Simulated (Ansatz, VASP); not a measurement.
# Ge: VASP beside Ansatz

```xyz
1
Lattice="1.3826 -2.5195 0.0000 1.3826 2.5195 0.0000 0.0000 0.0000 2.6427" Properties=species:S:1:pos:R:3 pbc="T T T"
Ge    1.3826    0.0000    0.0000
```

Alike in both runs: task single point; functional PBEsol; k mesh 24 × 24 × 22; occupations gaussian, width 0.15 eV; no spin polarisation.

```csv
,VASP,Ansatz
version,VASP 6.6.1,Ansatz 0.2.0
potentials or method,"VASP PAW PBE potentials, release 64 (Ge_d), cutoff 520 eV","scalar-relativistic, plane waves, PAW"
valence electrons in the cell,14,14
```

VASP gave:

| Quantity | Value |
| --- | --- |
| gap on the k mesh at the Fermi level (eV) | none |
| pressure (GPa) | -0.1 |
| traceless stress, the component that is largest in VASP (GPa) | 1.50 |

Q: Which values does Ansatz return?

A: gap on the k mesh at the Fermi level (eV): none; pressure (GPa): 0.0; traceless stress, the component that is largest in VASP (GPa): 1.47.

VASP's potentials were made for PBE, not for PBEsol. A gap of «none» marks a metal or a gap that the smearing closes.
